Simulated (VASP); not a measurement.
# HfN in VASP: further runs, part 2 of 2

VASP 6.6.1. Earlier steps stand in the parts before.

## (4) Electric field gradients, PBE

The input, INCAR:

```
PREC = Accurate ; ENCUT = 520
EDIFF = 1E-8 ; ISMEAR = -1
SIGMA = 0.03 ; LREAL = False
LASPH = True ; NELM = 80
ALGO = Normal ; ISIF = 2
LWAVE = False ; LCHARG = False
GGA = PE ; LEFG = True
NBANDS = 14
```

The input, KPOINTS:

```
regular mesh
0
Gamma
  12 12 12
```

The input, POSCAR:

```
HfN
1.0
   -0.0225900000      2.2477050000      2.2477050000
    2.2477050000     -0.0225900000      2.2477050000
    2.2477050000      2.2477050000     -0.0225900000
Hf N
1 1
Direct
    0.0000000000      0.0000000000      0.0000000000
    0.5000000000      0.5000000000      0.5000000000
```

Potentials or basis: VASP PAW PBE potentials, release 64 (Hf_pv, N).

On the command line:

```
$ cat potpaw_PBE.64/Hf_pv/POTCAR potpaw_PBE.64/N/POTCAR > POTCAR
$ mpirun -np 1 vasp_std > vasp.out
```

OUTCAR:

```text
PREC = Accurate
   ENCUT = 520
   EDIFF = 1E-8
   ISMEAR = -1
   LREAL = False
   LASPH = True
   NELM = 80
   ISIF = 2
   GGA = PE

 ion  position               nearest neighbor table
   1  0.000  0.000  0.000-   2 2.26   2 2.26   2 2.26   2 2.26   2 2.26   2 2.26
   2  0.500  0.500  0.500-   1 2.26   1 2.26   1 2.26   1 2.26   1 2.26   1 2.26

  LATTYP: Found a trigonal (rhomboedric) cell.
 ALAT       =     3.1788151633
 COS(alpha) =     0.4899250057

  Lattice vectors:

 A1 = (  -0.0225900000,   2.2477050000,   2.2477050000)
 A2 = (   2.2477050000,  -0.0225900000,   2.2477050000)
 A3 = (   2.2477050000,   2.2477050000,  -0.0225900000)

Analysis of symmetry for initial positions (statically):
=====================================================================
 Subroutine PRICEL returns:
 Original cell was already a primitive cell.

 Routine SETGRP: Setting up the symmetry group for a
 trigonal (rhombohedral) supercell.

 Subroutine GETGRP returns: Found 12 space group operations
 (whereof 12 operations were pure point group operations)
 out of a pool of 12 trial point group operations.

The static configuration has the point symmetry D_3d.

Analysis of symmetry for dynamics (positions and initial velocities):
=====================================================================
 Subroutine PRICEL returns:
 Original cell was already a primitive cell.

 Routine SETGRP: Setting up the symmetry group for a
 trigonal (rhombohedral) supercell.

 Subroutine GETGRP returns: Found 12 space group operations
 (whereof 12 operations were pure point group operations)
 out of a pool of 12 trial point group operations.

The dynamic configuration has the point symmetry D_3d.

 Subroutine INISYM returns: Found 12 space group operations
 (whereof 12 operations are pure point group operations),
 and found     1 'primitive' translations

----------------------------------------------------------------------------------------

                                     Primitive cell

  volume of cell :      23.0540

  direct lattice vectors                    reciprocal lattice vectors
    -0.022590000  2.247705000  2.247705000    -0.219123395  0.221347998  0.221347998
     2.247705000 -0.022590000  2.247705000     0.221347998 -0.219123395  0.221347998
     2.247705000  2.247705000 -0.022590000     0.221347998  0.221347998 -0.219123395

  length of vectors
     3.178815163  3.178815163  3.178815163     0.382105920  0.382105920  0.382105920

  position of ions in fractional coordinates (direct lattice)
     0.000000000  0.000000000  0.000000000
     0.500000000  0.500000000  0.500000000

  ion indices of the primitive-cell ions
   primitive index   ion index
                 1           1
                 2           2

----------------------------------------------------------------------------------------

 KPOINTS: regular mesh

Automatic generation of k-mesh.
[... 77 lines left out ...]
   NELECT =      15.0000    total number of electrons
   NUPDOWN=      -1.0000    fix difference up-down
   EMIN   =  10.00;   EMAX   =-10.00  energy-range for DOS
   EFERMI =   0.00;   METHOD = LEGACY
   ISMEAR =    -1;   SIGMA  =   0.03  broadening in eV -4-tet -1-fermi 0-gaus
   EFERMI_NEDOS =   21; number of points for ismear=-14 and -15
   IALGO  =     38    algorithm
   IMIX   =      4    mixing-type and parameters
     AMIX     =   0.40;   BMIX     =  1.00
     AMIX_MAG =   1.60;   BMIX_MAG =  1.00
  volume/ion in A,a.u.               =      11.53        77.79
  Fermi-wavevector in a.u.,A,eV,Ry     =   1.418589  2.680744 27.380292  2.012395
  Thomas-Fermi vector in A             =   2.539699
   LORBIT       =      0    0 simple, 1 ext, 2 COOP (PROOUT), +10 PAW based schemes
   GGA     = PE    functional components
   LHFCALC =     F    Hartree Fock is set to
   AEXX    =    0.0000 exact exchange contribution
   IVDW    =     0    specifies the selected vdW correction
   LEPSILON=     F    determine dielectric tensor
   LRPA    =     F    only Hartree local field effects (RPA)
 non-spin polarized calculation
  energy-cutoff  :      520.00
  volume of cell :       23.05
 maximum number of plane-waves:       632
   NGX = 11   NGY = 11   NGZ = 11

 number of electron      15.0000000 magnetization

 Free energy of the ion-electron system (eV)
  ---------------------------------------------------
  ext. energy  EPLUGINS =         0.00000000
  ---------------------------------------------------
  free energy    TOTEN  =       -21.76049116 eV

  energy without entropy =      -21.75962331  energy(sigma->0) =      -21.76005723

 E-fermi :   8.4184     XC(G=0): -12.7330

 val. band max:        8.4150511810   @ k =   0.0833   0.0000   0.0000
 cond. band min:       8.4376451276   @ k =   0.4167   0.2500   0.1667
 fundamental gap:      0.0225939466
 Fermi energy:         8.4183597065

 k-point     1 :       0.0000    0.0000    0.0000
  band No.  band energies     occupation
      1     -22.7706      2.00000
      2     -22.7706      2.00000
      3     -22.7511      2.00000
      4      -9.1286      2.00000
      5       5.3272      2.00000
      6       5.3272      2.00000
      7       5.4058      2.00000
      8       7.9593      2.00000
      9       7.9593      2.00000
     10       8.1903      1.99900
     11      10.1927      0.00000
     12      10.3599      0.00000
     13      10.3599      0.00000
     14      17.9546      0.00000
[... 377 lines left out ...]
      1     -23.6175      2.00000
      2     -23.0170      2.00000
      3     -22.8777      2.00000
      4      -6.7621      2.00000
      5       0.1998      2.00000
      6       2.4959      2.00000
      7       2.5595      2.00000
      8      10.3985      0.00000
      9      11.1911      0.00000
     10      11.9241      0.00000
     11      14.5634      0.00000
     12      16.9402      0.00000
     13      16.9849      0.00000
     14      19.3411      0.00000

 [... further k-points ...]
[... 5 lines left out ...]
  --------------------------------------------------------------------------------------
  -------------------------------------------------------------------------------------
  Total        0.4255965      0.4255965      0.4255965      0.1954983      0.1954983      0.1954983
  in kB       29.5775771     29.5775771     29.5775771     13.5864995     13.5864995     13.5864995
  external PRESSURE =      29.5775771 kB  Pullay stress =       0.0000000 kB

 VOLUME and BASIS-vectors are now :
 -----------------------------------------------------------------------------
  energy-cutoff  :      520.00
  volume of cell :       23.05
      direct lattice vectors                 reciprocal lattice vectors
    -0.022590000  2.247705000  2.247705000    -0.219123395  0.221347998  0.221347998
     2.247705000 -0.022590000  2.247705000     0.221347998 -0.219123395  0.221347998
     2.247705000  2.247705000 -0.022590000     0.221347998  0.221347998 -0.219123395

 POSITION                                       TOTAL-FORCE (eV/Angst)
 -----------------------------------------------------------------------------------
      0.00000      0.00000      0.00000         0.000000     -0.000000      0.000000
      2.23641      2.23641      2.23641        -0.000000      0.000000     -0.000000
 -----------------------------------------------------------------------------------
    total drift:                                0.000000     -0.000000     -0.000000

  FREE ENERGIE OF THE ION-ELECTRON SYSTEM (eV)
  ---------------------------------------------------
  free  energy   TOTEN  =       -21.7604911632 eV

  energy  without entropy=      -21.7596233061  energy(sigma->0) =      -21.76005723

 Electric field gradients (V/A^2)
---------------------------------------------------------------------
 ion       V_xx      V_yy      V_zz      V_xy      V_xz      V_yz
---------------------------------------------------------------------
   1      -0.000    -0.000     0.000     3.257     3.257     3.257
   2      -0.000     0.000     0.000    -0.753    -0.753    -0.753
---------------------------------------------------------------------

 Electric field gradients after diagonalization (V/A^2)
 (convention: |V_zz| > |V_xx| > |V_yy|)
----------------------------------------------------------------------
 ion       V_xx      V_yy      V_zz     asymmetry (V_yy - V_xx)/ V_zz
----------------------------------------------------------------------
   1      -3.257    -3.257     6.515       0.000
   2       0.753     0.753    -1.507       0.000
----------------------------------------------------------------------

           NMR quadrupolar parameters

 Cq : quadrupolar parameter    Cq=e*Q*V_zz/h
 eta: asymmetry parameters     (V_yy - V_xx)/ V_zz
 Q  : nuclear electric quadrupole moment in mb (millibarn)
----------------------------------------------------------------------
 ion       Cq(MHz)       eta       Q (mb)
----------------------------------------------------------------------
   1       0.016       0.000       1.000
   2      -0.004       0.000       1.000
----------------------------------------------------------------------
```

stdout:

```text
POSCAR found type information on POSCAR HfN
 POSCAR found :  2 types and       2 ions
 scaLAPACK will be used
 LDA part: xc-table for (Slater+PW92), standard interpolation
 POSCAR, INCAR and KPOINTS ok, starting setup
 FFT: planning ... GRIDC
 FFT: planning ... GRID_SOFT
 FFT: planning ... GRID
 WAVECAR not read
 entering main loop
ion   1

ion   2
```

Run time: 30 s. Hardware: 1 thread of Intel Xeon Platinum 8375C at 2.90GHz (Ice Lake), shared host; peak memory 0.19 GiB.

What came out:

- Free energy: -21.7605 eV
- Pressure: 3.0 GPa

Levels at points of the mesh, in eV from the Fermi level:
```csv
k point,band 3,band 4,band 5,band 6,band 7,band 8,band 9,band 10,band 11,band 12
"(0.00, 0.00, 0.00)",-31.17,-17.55,-3.09,-3.09,-3.01,-0.46,-0.46,-0.23,1.77,1.94
"(0.50, 0.00, 0.00)",-31.26,-14.83,-8.93,-6.26,-6.12,3.17,3.52,3.82,4.41,8.75
"(0.50, 0.50, 0.00)",-31.48,-16.45,-5.45,-3.84,-3.77,-3.69,4.06,5.43,5.50,5.60
"(0.50, 0.50, 0.50)",-31.28,-14.80,-8.90,-6.30,-6.30,3.30,3.77,3.77,4.35,8.88
```

Electric field gradients, principal values (V/Å²):
| atom | least | middle | greatest (by size) |
| --- | --- | --- | --- |
| 1 Hf | -3.257 | -3.257 | 6.515 |
| 2 N | 0.753 | 0.753 | -1.507 |

Caveat: without QUAD_EFG the Cq values of the log hold for a quadrupole moment of 1 mb, not for the nuclei; spin-orbit coupling is left out, which moves the levels of the heavy elements.
